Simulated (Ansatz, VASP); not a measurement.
**HC20 in VASP and in Ansatz**

Contents of INCAR:

```
SYSTEM = HC20
PREC = Accurate ; ENCUT = 520
EDIFF = 1E-7 ; ISMEAR = 0
SIGMA = 0.1 ; LREAL = Auto
LASPH = .True. ; NELM = 60
ALGO = Normal ; ISIF = 2
LWAVE = .False. ; LCHARG = .False.
LDIPOL = .True. ; IDIPOL = 3
DIPOL = 0.5 0.5 0.303 ; GGA = PE
IVDW = 12 ; NBANDS = 56
```

The input KPOINTS:

```
regular mesh
0
Gamma
  6 4 1
  0 0 0
```

File POSCAR:

```
HC20
1.0
    4.9292027291      0.0000000000      0.0000000000
    0.0000000000      6.8054113579      0.0000000000
    0.0000000000      0.0000000000     22.2346643469
C H
20 1
Direct
    0.3122885183      0.2500141188      0.1798992752
    0.8122885183      0.2500141188      0.1798992752
    0.0622635010      0.2500141188      0.2119095571
    0.5622635010      0.2500141188      0.2119095571
    0.1871989222      0.7499858812      0.2279080302
    0.6871989222      0.7499858812      0.2279080302
    0.4371739048      0.7499858812      0.2599183120
    0.9371739048      0.7499858812      0.2599183120
    0.0621093260      0.2500141188      0.2759167852
    0.5621093260      0.2500141188      0.2759167852
    0.3120409925      0.2500133946      0.3071026518
    0.8120409925      0.2500133946      0.3071026518
    0.4371093881      0.7499905632      0.3309339292
    0.9371093881      0.7499905632      0.3309339292
    0.1866551682      0.7499900467      0.3565506911
    0.6866551682      0.7499900467      0.3565506911
    0.3119519864      0.2500147752      0.3740490919
    0.8119519864      0.2500147752      0.3740490919
    0.0621664184      0.2500173699      0.4018349100
    0.5621664184      0.2500173699      0.4018349100
    0.3121664184      0.2500173699      0.5142719570
```

Input for Ansatz:

```yaml
crystal:
  lattice:
    - [4.9292027291, 0.0, 0.0]
    - [0.0, 6.8054113579, 0.0]
    - [0.0, 0.0, 22.2346643469]
  atoms:
    - { symbol: C, position: [0.3122885183, 0.2500141188, 0.1798992752] }
    - { symbol: C, position: [0.8122885183, 0.2500141188, 0.1798992752] }
    - { symbol: C, position: [0.062263501, 0.2500141188, 0.2119095571] }
    - { symbol: C, position: [0.562263501, 0.2500141188, 0.2119095571] }
    - { symbol: C, position: [0.1871989222, 0.7499858812, 0.2279080302] }
    - { symbol: C, position: [0.6871989222, 0.7499858812, 0.2279080302] }
    - { symbol: C, position: [0.4371739048, 0.7499858812, 0.259918312] }
    - { symbol: C, position: [0.9371739048, 0.7499858812, 0.259918312] }
    - { symbol: C, position: [0.062109326, 0.2500141188, 0.2759167852] }
    - { symbol: C, position: [0.562109326, 0.2500141188, 0.2759167852] }
    - { symbol: C, position: [0.3120409925, 0.2500133946, 0.3071026518] }
    - { symbol: C, position: [0.8120409925, 0.2500133946, 0.3071026518] }
    - { symbol: C, position: [0.4371093881, 0.7499905632, 0.3309339292] }
    - { symbol: C, position: [0.9371093881, 0.7499905632, 0.3309339292] }
    - { symbol: C, position: [0.1866551682, 0.7499900467, 0.3565506911] }
    - { symbol: C, position: [0.6866551682, 0.7499900467, 0.3565506911] }
    - { symbol: C, position: [0.3119519864, 0.2500147752, 0.3740490919] }
    - { symbol: C, position: [0.8119519864, 0.2500147752, 0.3740490919] }
    - { symbol: C, position: [0.0621664184, 0.2500173699, 0.40183491] }
    - { symbol: C, position: [0.5621664184, 0.2500173699, 0.40183491] }
    - { symbol: H, position: [0.3121664184, 0.2500173699, 0.514271957] }
basis:
  ecutwfc: 420
kpoints:
  mp_grid: { grid: [6, 4, 1] }
hamiltonian:
  xc: pbe
  pseudopotentials: { kind: paw, azcp: { folder: soft_1 } }
  dispersion: d3bj
scf:
  occupations: { method: gaussian, width: 0.1 }
output:
  forces: true
  eigenvalues: true
efield:
  axis: 3
  dipole_correction: true
  ramp_width: 0.04
```

Alike in both runs: task single point; functional PBE; dispersion D3(BJ); k mesh 6 × 4 × 1; occupations gaussian, width 0.1 eV; no spin polarisation.

```csv
,VASP,Ansatz
version,VASP 6.6.1,Ansatz 0.2.0
potentials or method,"VASP PAW PBE potentials, release 64 (C, H), cutoff 520 eV","scalar-relativistic, plane waves, PAW"
valence electrons in the cell,81,81
```

```csv
,VASP,Ansatz,Ansatz less VASP
gap on the k mesh at the Fermi level (eV),none,none,-
rms of the force components (eV/Å),1.154,1.161,+0.0074
```

Atom by atom the forces differ by 0.013 eV/Å (rms over components). A gap of «none» marks a metal or a gap that the smearing closes.
